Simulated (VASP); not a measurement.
Wanted: the native input for a VASP 6.6.1 run.

| Property | Result |
| --- | --- |
| Task | single point |
| Functional | PBE |
| Potentials or basis | VASP PAW PBE potentials, release 64 (Re, Os) |
| Cutoff | 520 eV |
| k mesh | 6 × 6 × 6 |
| Occupations | gaussian, width 0.1 eV |
| Spin | no spin polarisation |
| Dipole correction | no |
| Further INCAR settings | ALGO = Fast; EDIFF = 1e-06; NBANDS = 18 |

The structure of Re2Os lies in POSCAR:

```
Re2Os
1.0
    3.4799995076      0.0000000000      0.0000000000
   -1.7399997538      3.0137679787      0.0000000000
    0.0000000000      0.0000000000      3.7574745514
Re Os
2 1
Direct
    0.3333333333      0.6666666667      0.5000000000
    0.6666666667      0.3333333333      0.5000000000
    0.0000000000      0.0000000000      0.0000000000
```

These files were run (other wordings do the same):

INCAR

```
SYSTEM = Re2Os
PREC = Accurate
ENCUT = 520
EDIFF = 1E-6
ISMEAR = 0
SIGMA = 0.1
LREAL = .False.
LASPH = .True.
NELM = 60
ALGO = Fast
ISIF = 2
LWAVE = .False.
LCHARG = .True.
GGA = PE
LELF = .True.
LVHAR = .True.
NBANDS = 18
```

KPOINTS

```
Automatic mesh
0
Gamma
  6 6 6
  0 0 0
```

Potentials or basis: VASP PAW PBE potentials, release 64 (Re, Os).

Launch:

```bash
$ cat potpaw_PBE.64/Re/POTCAR potpaw_PBE.64/Os/POTCAR > POTCAR
$ mpirun -np 1 vasp_std > vasp.out
```

Results of the run:

```
Pressure               : 158.3 GPa
Band gap on the k mesh : zero (bands 11 and 12 overlap by 1.80 eV)
```

Caveat: atoms lie so close that the PAW spheres overlap strongly, which falsifies energies and pressures; the stress differs along the axes, from 44 to 215 GPa; spin-orbit coupling is left out, which moves the levels of the heavy elements.

It took 15 s on 1 thread of Intel(R) Xeon(R) 6975P-C (Granite Rapids), with other jobs on the host, peak memory 0.16 GiB.
